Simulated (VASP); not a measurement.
# InP (F-43m) in VASP: notebook, part 2 of 2

VASP 6.6.1.

## 4. Single point, r2SCAN

This run uses another cell than the first one, of 23.68 Å³/atom.

POSCAR reads:

```
InP
1.0
    0.0000000000      2.8717395317      2.8717395317
    2.8717395317      0.0000000000      2.8717395317
    2.8717395317      2.8717395317      0.0000000000
In P
1 1
Direct
    0.0000000000      0.0000000000      0.0000000000
    0.7500000000      0.7500000000      0.7500000000
```

INCAR.step1 reads:

```
PREC = Accurate ; ENCUT = 550
ISMEAR = 0 ; SIGMA = 0.01
LREAL = False ; LASPH = True
NELM = 120 ; NBANDS = 16
GGA = PE ; ALGO = Normal
EDIFF = 1E-5 ; LWAVE = True
LCHARG = False ; GGA_COMPAT = False
```

INCAR.step2 reads:

```
PREC = Accurate ; ENCUT = 550
EDIFF = 1E-6 ; ISMEAR = 0
SIGMA = 0.01 ; LREAL = False
LASPH = True ; NELM = 120
ALGO = Normal ; ISIF = 2
LWAVE = False ; LCHARG = True
METAGGA = R2SCAN ; LMIXTAU = True
LELF = True ; LVHAR = True
NBANDS = 16 ; ISTART = 1
GGA_COMPAT = False
```

KPOINTS reads:

```
regular mesh
0
Gamma
  8 8 8
```

Potentials or basis: VASP PAW PBE potentials, release 64 (In_d, P).

Run with:

```
$ cat potpaw_PBE.64/In_d/POTCAR potpaw_PBE.64/P/POTCAR > POTCAR
$ cp INCAR.step1 INCAR
$ mpirun -np 1 vasp_std > vasp.out
$ cp INCAR.step2 INCAR
$ mpirun -np 1 vasp_std > vasp.out
```

OUTCAR:

```text
PREC = Accurate
   ENCUT = 550
   EDIFF = 1E-6
   ISMEAR = 0
   LREAL = False
   LASPH = True
   NELM = 120
   ISIF = 2
   METAGGA = R2SCAN
   ISTART = 1

 ion  position               nearest neighbor table
   1  0.000  0.000  0.000-   2 2.49   2 2.49   2 2.49   2 2.49
   2  0.750  0.750  0.750-   1 2.49   1 2.49   1 2.49   1 2.49

  LATTYP: Found a face centered cubic cell.
 ALAT       =     5.7434790634

  Lattice vectors:

 A1 = (   0.0000000000,   2.8717395317,   2.8717395317)
 A2 = (   2.8717395317,   0.0000000000,   2.8717395317)
 A3 = (   2.8717395317,   2.8717395317,   0.0000000000)

Analysis of symmetry for initial positions (statically):
=====================================================================
 Subroutine PRICEL returns:
 Original cell was already a primitive cell.

 Routine SETGRP: Setting up the symmetry group for a
 face centered cubic supercell.

 Subroutine GETGRP returns: Found 24 space group operations
 (whereof 24 operations were pure point group operations)
 out of a pool of 48 trial point group operations.

The static configuration has the point symmetry T_d .

Analysis of symmetry for dynamics (positions and initial velocities):
[... 160 lines left out ...]

 val. band max:        5.7073035011   @ k =   0.0000   0.0000   0.0000
 cond. band min:       7.2294801856   @ k =   0.0000   0.0000   0.0000
 fundamental gap:      1.5221766845
 Fermi energy:         5.8286852192

 k-point     1 :       0.0000    0.0000    0.0000
  band No.  band energies     occupation
      1      -9.0847      2.00000
      2      -9.0847      2.00000
      3      -9.0847      2.00000
      4      -8.8690      2.00000
      5      -8.8690      2.00000
      6      -6.7432      2.00000
[... 433 lines left out ...]
      3      -8.9925      2.00000
      4      -8.8775      2.00000
      5      -8.8525      2.00000
      6      -4.3479      2.00000
[... 8 lines left out ...]
     15      17.1618      0.00000
     16      17.9528      0.00000

 [... further k-points ...]

------------------------ aborting loop because EDIFF is reached ----------------------------------------

  FORCE on cell =-STRESS in cart. coord.  units (eV):
  Direction    XX          YY          ZZ          XY          YZ          ZX
  --------------------------------------------------------------------------------------
  -------------------------------------------------------------------------------------
  Total        2.0182474      2.0182474      2.0182474     -0.0000000      0.0000000     -0.0000000
  in kB       68.2684184     68.2684184     68.2684184     -0.0000000      0.0000000     -0.0000000
  external PRESSURE =      68.2684184 kB  Pullay stress =       0.0000000 kB

 VOLUME and BASIS-vectors are now :
 -----------------------------------------------------------------------------
  energy-cutoff  :      550.00
  volume of cell :       47.37
      direct lattice vectors                 reciprocal lattice vectors
     0.000000000  2.871739532  2.871739532    -0.174110498  0.174110498  0.174110498
     2.871739532  0.000000000  2.871739532     0.174110498 -0.174110498  0.174110498
     2.871739532  2.871739532  0.000000000     0.174110498  0.174110498 -0.174110498

 POSITION                                       TOTAL-FORCE (eV/Angst)
 -----------------------------------------------------------------------------------
      0.00000      0.00000      0.00000         0.000000     -0.000000     -0.000000
      4.30761      4.30761      4.30761        -0.000000      0.000000      0.000000
 -----------------------------------------------------------------------------------
    total drift:                                0.000000      0.000000      0.000000

  FREE ENERGIE OF THE ION-ELECTRON SYSTEM (eV)
  ---------------------------------------------------
  free  energy   TOTEN  =       -32.2158888848 eV

  energy  without entropy=      -32.2158888848  energy(sigma->0) =      -32.21588888
```

OSZICAR.step1:

```text
N       E                     dE             d eps       ncg     rms          rms(c)
DAV:   1     0.115739902764E+03    0.11574E+03   -0.87397E+03   928   0.133E+03
DAV:   2    -0.105412371251E+01   -0.11679E+03   -0.11173E+03  1032   0.315E+02
DAV:   3    -0.851676763011E+01   -0.74626E+01   -0.74289E+01  1184   0.761E+01
DAV:   4    -0.871716397557E+01   -0.20040E+00   -0.20033E+00  1176   0.131E+01
DAV:   5    -0.872585794456E+01   -0.86940E-02   -0.86938E-02  1408   0.234E+00    0.630E+00
DAV:   6    -0.830989323599E+01    0.41596E+00   -0.62544E-01  1480   0.138E+01    0.377E+00
DAV:   7    -0.827295698656E+01    0.36936E-01   -0.18232E-01  1392   0.366E+00    0.132E+00
DAV:   8    -0.827300074910E+01   -0.43763E-04   -0.18402E-02  1160   0.164E+00    0.421E-01
DAV:   9    -0.827357469594E+01   -0.57395E-03   -0.13601E-03  1160   0.369E-01    0.190E-01
DAV:  10    -0.827373069258E+01   -0.15600E-03   -0.30121E-04  1360   0.276E-01    0.117E-01
DAV:  11    -0.827380327026E+01   -0.72578E-04   -0.14261E-04  1088   0.120E-01    0.563E-02
DAV:  12    -0.827380249830E+01    0.77196E-06   -0.93781E-06   832   0.271E-02
   1 F= -.82738025E+01 E0= -.82738025E+01  d E =-.630607E-33
```

Wall time 27 s (1 thread of Intel Xeon 6975P-C (Granite Rapids), shared host); peak memory 0.19 GiB.

Results:

```yaml
Free_energy: -32.2159 eV
Pressure: 6.8 GPa
Band_gap_on_the_k_mesh: 1.52 eV
```

Levels at points of the mesh, in eV from the valence-band top:
```
           k point  band 6  band 7  band 8  band 9  band 10  band 11  band 12  band 13
(0.00, 0.00, 0.00)  -12.45    0.00    0.00    0.00     1.52     4.43     4.43     4.43
(0.50, 0.00, 0.00)  -10.42   -6.24   -1.11   -1.11     2.03     5.16     5.16     7.67
(0.50, 0.50, 0.00)   -9.67   -6.17   -2.63   -2.63     1.90     2.54    10.32    10.74
```

Caveat: the cell stands under pressure; the PAW data sets were made with another functional, which shifts forces and pressure a little; spin-orbit coupling is left out, which moves the levels of the heavy elements. A k mesh can miss the band edges.

## 5. Single point, r2SCAN

This run uses another cell than the first one, of 24.46 Å³/atom.

POSCAR reads:

```
InP
1.0
    0.0000000000      2.9027512731      2.9027512731
    2.9027512731      0.0000000000      2.9027512731
    2.9027512731      2.9027512731      0.0000000000
In P
1 1
Direct
    0.0000000000      0.0000000000      0.0000000000
    0.7500000000      0.7500000000      0.7500000000
```

INCAR.step1 reads:

```
  PREC = Accurate
  ENCUT = 550
  ISMEAR = 0
  SIGMA = 0.01
  LREAL = False
  LASPH = True
  NELM = 120
  NBANDS = 16
  GGA = PE
  ALGO = Normal
  EDIFF = 1E-5
  LWAVE = True
  LCHARG = False
  GGA_COMPAT = False
```

INCAR.step2 reads:

```
  PREC = Accurate
  ENCUT = 550
  EDIFF = 1E-6
  ISMEAR = 0
  SIGMA = 0.01
  LREAL = False
  LASPH = True
  NELM = 120
  ALGO = Normal
  ISIF = 2
  LWAVE = False
  LCHARG = False
  METAGGA = R2SCAN
  LMIXTAU = True
  NBANDS = 16
  ISTART = 1
  GGA_COMPAT = False
```

KPOINTS is that of step 4.

Potentials or basis: VASP PAW PBE potentials, release 64 (In_d, P).

Run with:

```
$ cat potpaw_PBE.64/In_d/POTCAR potpaw_PBE.64/P/POTCAR > POTCAR
$ cp INCAR.step1 INCAR
$ mpirun -np 1 vasp_std > vasp.out
$ cp INCAR.step2 INCAR
$ mpirun -np 1 vasp_std > vasp.out
```

OUTCAR:

```text
PREC = Accurate
   ENCUT = 550
   EDIFF = 1E-6
   ISMEAR = 0
   LREAL = False
   LASPH = True
   NELM = 120
   ISIF = 2
   METAGGA = R2SCAN
   ISTART = 1

 ion  position               nearest neighbor table
   1  0.000  0.000  0.000-   2 2.51   2 2.51   2 2.51   2 2.51
   2  0.750  0.750  0.750-   1 2.51   1 2.51   1 2.51   1 2.51

  LATTYP: Found a face centered cubic cell.
 ALAT       =     5.8055025462

  Lattice vectors:

 A1 = (   0.0000000000,   2.9027512731,   2.9027512731)
[... 642 lines left out ...]
------------------------ aborting loop because EDIFF is reached ----------------------------------------

  FORCE on cell =-STRESS in cart. coord.  units (eV):
  Direction    XX          YY          ZZ          XY          YZ          ZX
  --------------------------------------------------------------------------------------
  -------------------------------------------------------------------------------------
  Total        1.1847556      1.1847556      1.1847556      0.0000000      0.0000000      0.0000000
  in kB       38.8043037     38.8043037     38.8043037      0.0000000      0.0000000      0.0000000
  external PRESSURE =      38.8043037 kB  Pullay stress =       0.0000000 kB

 VOLUME and BASIS-vectors are now :
 -----------------------------------------------------------------------------
  energy-cutoff  :      550.00
  volume of cell :       48.92
      direct lattice vectors                 reciprocal lattice vectors
     0.000000000  2.902751273  2.902751273    -0.172250377  0.172250377  0.172250377
     2.902751273  0.000000000  2.902751273     0.172250377 -0.172250377  0.172250377
     2.902751273  2.902751273  0.000000000     0.172250377  0.172250377 -0.172250377

 POSITION                                       TOTAL-FORCE (eV/Angst)
 -----------------------------------------------------------------------------------
      0.00000      0.00000      0.00000        -0.000000     -0.000000     -0.000000
      4.35413      4.35413      4.35413         0.000000      0.000000      0.000000
 -----------------------------------------------------------------------------------
    total drift:                               -0.000000     -0.000000     -0.000000

  FREE ENERGIE OF THE ION-ELECTRON SYSTEM (eV)
  ---------------------------------------------------
  free  energy   TOTEN  =       -32.2677454703 eV

  energy  without entropy=      -32.2677454703  energy(sigma->0) =      -32.26774547
```

Wall time 27 s (1 thread of Intel Xeon 6975P-C (Granite Rapids), shared host); peak memory 0.19 GiB.

What came out:

| Quantity | Value |
| --- | --- |
| Free energy | -32.2677 eV |
| Pressure | 3.9 GPa |
| Band gap on the k mesh | 1.34 eV |

Caveat: the cell stands under pressure; the PAW data sets were made with another functional, which shifts forces and pressure a little; spin-orbit coupling is left out, which moves the levels of the heavy elements.

## 6. Overview

| cell | gap on the mesh (eV) | pressure (GPa) |
| --- | --- | --- |
| a = 3.966 Å, angles 60.0°, 2 atoms | 1.76 | 14.8 |
| a = 4.022 Å, angles 60.0°, 2 atoms | 1.69 | 9.8 |
| a = 4.061 Å, angles 60.0°, 2 atoms | 1.52 | 6.8 |
| a = 4.105 Å, angles 60.0°, 2 atoms | 1.34 | 3.9 |

Alike in all rows: task single point; level r2SCAN; potentials or basis VASP PAW PBE potentials, release 64 (In_d, P); no spin polarisation; k mesh 8 × 8 × 8; cutoff (eV) 550; smearing gaussian 0.01 eV.

Caveats: the cell stands under pressure; the PAW data sets were made with another functional, which shifts forces and pressure a little; spin-orbit coupling is left out, which moves the levels of the heavy elements.

Total energies depend on the potentials used, so only differences within one code and one set of settings carry meaning.
